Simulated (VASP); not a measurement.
Runs of VASP 6.6.1 on ScAl. The structure is that of space group Pm-3m (No. 221), or close to it. The cells are those of the table. 

| cell | gap on the mesh (eV) | pressure (GPa) |
| --- | --- | --- |
| a = 3.404 Å, 2 atoms | none | -3.7 |
| a = 3.336 Å, 2 atoms | none | 0.6 |
| a = 3.370 Å, 2 atoms | none | (b) |
| a = 3.302 Å, 2 atoms | none | 3.5 |
| a = 3.436 Å, 2 atoms | none | (a) |

Alike in all rows: task single point; level PBEsol; potentials or basis VASP PAW PBE potentials, release 64 (Sc_sv, Al); no spin polarisation; k mesh 9 × 9 × 9; cutoff (eV) 520; smearing methfessel-paxton 0.15 eV.

Estimate the missing entries.

(a) -5.4; (b) -1.8.

Caveats: the PAW data sets were made with another functional, which shifts forces and pressure a little.

A gap of «none» marks levels without a gap at the run's occupations.
